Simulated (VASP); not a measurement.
# Cu7NiO4 (R-3m) in VASP: single point with PBEsol

Aim: the single point of Cu7NiO4 with PBEsol.

Program: VASP 6.6.1. These are calculated values, not measurements. Logs are shortened: lines on timing, memory, paths and dates and some standing lists are left out, and cuts for length are marked.

### Step 1. The cell of the first run

It takes space group R-3m (No. 166, trigonal). The conventional cell has a = 6.038 Å, b = 6.038 Å, c = 14.790 Å, α = 90.00°, β = 90.00°, γ = 120.00°. Within 2.5 Å of Ni (site symmetry -3m) lie 2 O at 1.90 Å. Cu (site symmetry -3m) has 2 O at 1.85 Å within 2.5 Å. Cu (site symmetry 2/m) has 2 O at 1.83 Å within 2.4 Å. Cu (site symmetry 2/m) has 2 O at 1.85 Å within 2.5 Å. O (site symmetry 3m) has 3 Cu at 1.83 Å and 1 Ni at 1.90 Å within 2.4 Å. O (site symmetry 3m) has 4 Cu at 1.85 Å within 2.5 Å.

### Step 2. Single point, PBEsol, collinear spin, ferromagnetic start

File INCAR:

```
PREC = Accurate
ENCUT = 600
EDIFF = 1E-6
ISMEAR = 0
SIGMA = 0.05
LREAL = F
LASPH = T
NELM = 200
ALGO = Normal
ISIF = 2
LWAVE = F
LCHARG = F
ISPIN = 2
MAGMOM = 0.56 0.01 0.02 0.08 0.02 0.08 0.02 0.08 0.01 0.03 0.01 0.03
LORBIT = 11
LMAXMIX = 4
GGA = PS
NBANDS = 72
GGA_COMPAT = F
```

File KPOINTS:

```
regular mesh
0
Gamma
  4 4 4
```

File POSCAR:

```
Cu7NiO4
1.0
    0.0000000000      4.2696000000      4.2696000000
    4.2696000000      0.0000000000      4.2696000000
    4.2696000000      4.2696000000      0.0000000000
Ni Cu O
1 7 4
Direct
    0.1250000000      0.1250000000      0.1250000000
    0.6250000000      0.6250000000      0.6250000000
    0.1250000000      0.1250000000      0.6250000000
    0.6250000000      0.6250000000      0.1250000000
    0.6250000000      0.1250000000      0.1250000000
    0.1250000000      0.6250000000      0.6250000000
    0.1250000000      0.6250000000      0.1250000000
    0.6250000000      0.1250000000      0.6250000000
    0.9964415670      0.9964415670      0.9964415670
    0.4998075115      0.4998075115      0.4998075115
    0.2535584330      0.2535584330      0.2535584330
    0.7501924885      0.7501924885      0.7501924885
```

Potentials or basis: VASP PAW PBE potentials, release 64 (Ni, Cu, O).

Started as:

```sh
cat potpaw_PBE.64/Ni/POTCAR potpaw_PBE.64/Cu/POTCAR potpaw_PBE.64/O/POTCAR > POTCAR
mpirun -np 1 vasp_std > vasp.out
```

OUTCAR:

```text
PREC = Accurate
   ENCUT = 600
   EDIFF = 1E-6
   ISMEAR = 0
   LREAL = F
   LASPH = T
   NELM = 200
   ISIF = 2
   ISPIN = 2
   LORBIT = 11
   GGA = PS

 ion  position               nearest neighbor table
   1  0.125  0.125  0.125-   9 1.90  11 1.90
   2  0.625  0.625  0.625-  10 1.85  12 1.85
   3  0.125  0.125  0.625-   9 1.83  11 1.83
   4  0.625  0.625  0.125-  10 1.85  12 1.85
   5  0.625  0.125  0.125-   9 1.83  11 1.83
   6  0.125  0.625  0.625-  10 1.85  12 1.85
   7  0.125  0.625  0.125-   9 1.83  11 1.83
   8  0.625  0.125  0.625-  10 1.85  12 1.85
   9  0.996  0.996  0.996-   3 1.83   5 1.83   7 1.83   1 1.90
  10  0.500  0.500  0.500-   4 1.85   6 1.85   8 1.85   2 1.85
  11  0.254  0.254  0.254-   3 1.83   5 1.83   7 1.83   1 1.90
  12  0.750  0.750  0.750-   4 1.85   6 1.85   8 1.85   2 1.85

  LATTYP: Found a face centered cubic cell.
 ALAT       =     8.5392000000

  Lattice vectors:

 A1 = (   0.0000000000,   4.2696000000,   4.2696000000)
 A2 = (   4.2696000000,   0.0000000000,   4.2696000000)
 A3 = (   4.2696000000,   4.2696000000,   0.0000000000)

Analysis of symmetry for initial positions (statically):
=====================================================================
 Subroutine PRICEL returns:
 Original cell was already a primitive cell.

 Routine SETGRP: Setting up the symmetry group for a
 face centered cubic supercell.

 Subroutine GETGRP returns: Found 12 space group operations
 (whereof  6 operations were pure point group operations)
 out of a pool of 48 trial point group operations.

The static configuration has the point symmetry C_3v.
 The point group associated with its full space group is D_3d.

Analysis of symmetry for dynamics (positions and initial velocities):
=====================================================================
 Subroutine PRICEL returns:
 Original cell was already a primitive cell.

 Routine SETGRP: Setting up the symmetry group for a
 face centered cubic supercell.

 Subroutine GETGRP returns: Found 12 space group operations
 (whereof  6 operations were pure point group operations)
 out of a pool of 48 trial point group operations.

The dynamic configuration has the point symmetry C_3v.
 The point group associated with its full space group is D_3d.

Analysis of structural, dynamic, and magnetic symmetry:
=====================================================================
 Subroutine PRICEL returns:
 Original cell was already a primitive cell.

 Routine SETGRP: Setting up the symmetry group for a
 face centered cubic supercell.

 Subroutine GETGRP returns: Found 12 space group operations
 (whereof  6 operations were pure point group operations)
 out of a pool of 48 trial point group operations.

The overall configuration has the point symmetry C_3v.
 The point group associated with its full space group is D_3d.

 Subroutine INISYM returns: Found 12 space group operations
 (whereof  6 operations are pure point group operations),
 and found     1 'primitive' translations

----------------------------------------------------------------------------------------

                                     Primitive cell

  volume of cell :     155.6652

  direct lattice vectors                    reciprocal lattice vectors
     0.000000000  4.269600000  4.269600000    -0.117106989  0.117106989  0.117106989
     4.269600000  0.000000000  4.269600000     0.117106989 -0.117106989  0.117106989
     4.269600000  4.269600000  0.000000000     0.117106989  0.117106989 -0.117106989

  length of vectors
     6.038126226  6.038126226  6.038126226     0.202835255  0.202835255  0.202835255

  position of ions in fractional coordinates (direct lattice)
     0.125000000  0.125000000  0.125000000
     0.625000000  0.625000000  0.625000000
     0.125000000  0.125000000  0.625000000
     0.625000000  0.625000000  0.125000000
     0.625000000  0.125000000  0.125000000
     0.125000000  0.625000000  0.625000000
     0.125000000  0.625000000  0.125000000
     0.625000000  0.125000000  0.625000000
     0.996441567  0.996441567  0.996441567
     0.499807512  0.499807512  0.499807512
     0.253558433  0.253558433  0.253558433
[... 66 lines left out ...]
 SYSTEM =  unknown system
   PREC   = accura    normal or accurate (medium, high low for compatibility)
   ISTART =      0    job   : 0-new  1-cont  2-samecut
   ICHARG =      2    charge: 1-file 2-atom 10-const
   ISPIN  =      2    spin polarized calculation?
   LNONCOLLINEAR =      F non collinear calculations
   LSORBIT =      F    spin-orbit coupling
   LASPH  =      T    aspherical Exc in radial PAW
   ENCUT  =  600.0 eV  44.10 Ry    6.64 a.u.  12.06 12.06 12.06*2*pi/ulx,y,z
   NELM   =    200;   NELMIN=  2; NELMDL= -5     # of ELM steps
   EDIFF  = 0.1E-05   stopping-criterion for ELM
   LREAL  =      F    real-space projection
[... 7 lines left out ...]
   TEBEG  =    0.0;   TEEND  =   0.0 temperature during run
   PSTRESS=    0.0 pullay stress
   NELECT =     111.0000    total number of electrons
   NUPDOWN=      -1.0000    fix difference up-down
   EMIN   =  10.00;   EMAX   =-10.00  energy-range for DOS
   EFERMI =   0.00;   METHOD = LEGACY
   ISMEAR =     0;   SIGMA  =   0.05  broadening in eV -4-tet -1-fermi 0-gaus
   EFERMI_NEDOS =   21; number of points for ismear=-14 and -15
   IALGO  =     38    algorithm
   IMIX   =      4    mixing-type and parameters
     AMIX     =   0.40;   BMIX     =  1.00
     AMIX_MAG =   1.60;   BMIX_MAG =  1.00
  volume/ion in A,a.u.               =      12.97        87.54
  Fermi-wavevector in a.u.,A,eV,Ry     =   1.462577  2.763869 29.104637  2.139130
  Thomas-Fermi vector in A             =   2.578774
   LORBIT       =     11    0 simple, 1 ext, 2 COOP (PROOUT), +10 PAW based schemes
   GGA     = PS    functional components
   LHFCALC =     F    Hartree Fock is set to
   AEXX    =    0.0000 exact exchange contribution
   IVDW    =     0    specifies the selected vdW correction
   LEPSILON=     F    determine dielectric tensor
   LRPA    =     F    only Hartree local field effects (RPA)
 spin polarized calculation
 Gauss-broadening in eV      SIGMA  =   0.05
  energy-cutoff  :      600.00
  volume of cell :      155.67
 maximum number of plane-waves:      5218
   NGX = 25   NGY = 25   NGZ = 25

 number of electron     111.0000100 magnetization       0.9984080

 Free energy of the ion-electron system (eV)
  ---------------------------------------------------
  ext. energy  EPLUGINS =         0.00000000
  ---------------------------------------------------
  free energy    TOTEN  =       -61.10632833 eV

  energy without entropy =      -61.09860945  energy(sigma->0) =      -61.10246889

 E-fermi :   4.7632     XC(G=0): -11.2545

 val. band max:        4.7538722536   @ k =   0.0000   0.0000   0.0000
 cond. band min:       4.7654402448   @ k =   0.5000   0.5000   0.5000
 fundamental gap:      0.0115679912
 Fermi energy:         4.7631637746

 spin component 1

 k-point     1 :       0.0000    0.0000    0.0000
  band No.  band energies     occupation
      1     -15.4841      1.00000
      2     -15.2914      1.00000
      3     -14.8257      1.00000
      4     -14.7108      1.00000
      5      -2.7232      1.00000
      6      -2.7232      1.00000
[... 899 lines left out ...]
     66      11.6831      0.00000
     67      11.7665      0.00000
 Fermi energy:         4.7631637746

 spin component 2

 k-point     1 :       0.0000    0.0000    0.0000
  band No.  band energies     occupation
      1     -15.4479      1.00000
      2     -15.2601      1.00000
      3     -14.7840      1.00000
      4     -14.6844      1.00000
      5      -2.6909      1.00000
      6      -2.6909      1.00000
[... 899 lines left out ...]
     66      11.6931      0.00000
     67      11.7756      0.00000
 [bands above 67 left out]

------------------------ aborting loop because EDIFF is reached ----------------------------------------

  FORCE on cell =-STRESS in cart. coord.  units (eV):
  Direction    XX          YY          ZZ          XY          YZ          ZX
  --------------------------------------------------------------------------------------
  -------------------------------------------------------------------------------------
  Total       -4.4668605     -4.4668605     -4.4668605     -0.9261142     -0.9261142     -0.9261142
  in kB      -45.9749650    -45.9749650    -45.9749650     -9.5319898     -9.5319898     -9.5319898
  external PRESSURE =     -45.9749650 kB  Pullay stress =       0.0000000 kB

 VOLUME and BASIS-vectors are now :
 -----------------------------------------------------------------------------
  energy-cutoff  :      600.00
  volume of cell :      155.67
      direct lattice vectors                 reciprocal lattice vectors
     0.000000000  4.269600000  4.269600000    -0.117106989  0.117106989  0.117106989
     4.269600000  0.000000000  4.269600000     0.117106989 -0.117106989  0.117106989
     4.269600000  4.269600000  0.000000000     0.117106989  0.117106989 -0.117106989

 POSITION                                       TOTAL-FORCE (eV/Angst)
 -----------------------------------------------------------------------------------
      1.06740      1.06740      1.06740         0.000000      0.000000      0.000000
      5.33700      5.33700      5.33700         0.000000      0.000000      0.000000
      3.20220      3.20220      1.06740         0.000000      0.000000      0.000000
      3.20220      3.20220      5.33700         0.000000      0.000000      0.000000
      1.06740      3.20220      3.20220         0.000000      0.000000      0.000000
      5.33700      3.20220      3.20220         0.000000      0.000000      0.000000
      3.20220      1.06740      3.20220         0.000000      0.000000      0.000000
      3.20220      5.33700      3.20220         0.000000      0.000000      0.000000
      8.50881      8.50881      8.50881         0.442808      0.442808      0.442808
      4.26796      4.26796      4.26796         0.066268      0.066268      0.066268
      2.16519      2.16519      2.16519        -0.442808     -0.442808     -0.442808
      6.40604      6.40604      6.40604        -0.066268     -0.066268     -0.066268
 -----------------------------------------------------------------------------------
    total drift:                                0.000000      0.000000      0.000000

  FREE ENERGIE OF THE ION-ELECTRON SYSTEM (eV)
  ---------------------------------------------------
  free  energy   TOTEN  =       -61.1063283304 eV

  energy  without entropy=      -61.0986094545  energy(sigma->0) =      -61.10246889

 total charge

# of ion       s       p       d       tot
------------------------------------------
    1        0.375   0.323   8.410   9.108
    2        0.422   0.323   9.221   9.966
    3        0.435   0.344   9.211   9.990
    4        0.420   0.333   9.205   9.959
    5        0.435   0.344   9.211   9.990
    6        0.420   0.333   9.205   9.959
    7        0.435   0.344   9.211   9.990
    8        0.420   0.333   9.205   9.959
    9        1.535   3.463   0.000   4.998
   10        1.537   3.460   0.000   4.997
   11        1.535   3.463   0.000   4.998
   12        1.537   3.460   0.000   4.997
--------------------------------------------------
tot          9.507  16.524  72.881  98.912

 magnetization (x)

# of ion       s       p       d       tot
------------------------------------------
    1        0.041   0.001   0.581   0.623
    2        0.002   0.000   0.012   0.015
    3        0.002  -0.001   0.024   0.024
    4        0.001  -0.003   0.077   0.076
    5        0.002  -0.001   0.024   0.024
    6        0.001  -0.003   0.077   0.076
    7        0.002  -0.001   0.024   0.024
    8        0.001  -0.003   0.077   0.076
    9       -0.000   0.011   0.000   0.011
   10        0.001   0.025   0.000   0.026
   11       -0.000   0.011   0.000   0.011
   12        0.001   0.025   0.000   0.026
--------------------------------------------------
tot          0.052   0.062   0.897   1.011
```

Wall time 12 min (1 thread of Intel Xeon 8259CL, shared host); peak memory 0.56 GiB.

Results:

```yaml
Free_energy: -61.1063 eV
Pressure: -4.6 GPa
Largest_force: 0.767 eV/Å
Band_gap_on_the_k_mesh: zero (filled and empty bands overlap)
Net_moment: 1.00 μB per cell
Site_moments: Ni +0.62; Cu +0.01, +0.02, +0.08 (each value once); O +0.01, +0.03 (each value once) μB
Valence_electrons_inside_the_program's_atomic_spheres: Ni 9.11; Cu 9.97, 9.99, 9.96 (each value once); O 5.00
```

Forces in eV/Å, atoms in the order of the input:
```
Ni   0.000  0.000  0.000
Cu   0.000  0.000  0.000
Cu   0.000  0.000  0.000
Cu   0.000  0.000  0.000
Cu   0.000  0.000  0.000
Cu   0.000  0.000  0.000
Cu   0.000  0.000  0.000
Cu   0.000  0.000  0.000
O    0.443  0.443  0.443
O    0.066  0.066  0.066
O   -0.443 -0.443 -0.443
O   -0.066 -0.066 -0.066
```

Levels at points of the mesh, in eV from the Fermi level:
Spin up:
| k point | band 52 | band 53 | band 54 | band 55 | band 56 | band 57 | band 58 | band 59 | band 60 | band 61 |
| --- | --- | --- | --- | --- | --- | --- | --- | --- | --- | --- |
| (0.00, 0.00, 0.00) | -0.40 | -0.40 | -0.08 | -0.08 | -0.07 | 0.38 | 1.09 | 1.09 | 2.23 | 2.23 |
| (0.50, 0.00, 0.00) | -0.97 | -0.74 | -0.56 | -0.51 | -0.45 | 1.61 | 1.72 | 2.93 | 2.99 | 2.99 |
| (0.50, 0.50, 0.50) | -0.78 | -0.68 | -0.53 | -0.53 | -0.51 | 1.65 | 1.73 | 2.94 | 2.94 | 3.00 |
| (0.50, 0.50, 0.00) | -0.93 | -0.67 | -0.66 | -0.52 | -0.36 | 1.69 | 1.82 | 2.03 | 2.13 | 3.64 |
Spin down:
```csv
k point,band 53,band 54,band 55,band 56,band 57,band 58
"(0.00, 0.00, 0.00)",-0.01,0.13,0.13,0.17,0.86,1.09
"(0.50, 0.00, 0.00)",-0.47,-0.21,-0.17,0.05,1.65,1.89
"(0.50, 0.50, 0.50)",-0.37,-0.08,-0.08,0.00,1.67,2.14
"(0.50, 0.50, 0.00)",-0.47,-0.30,-0.18,0.14,1.73,1.90
```

Caveat: the cell stands under tension; the PAW data sets were made with another functional, which shifts forces and pressure a little. With open d or f shells a metallic result of PBEsol can be an artefact of self-interaction; +U or a hybrid may open a gap.
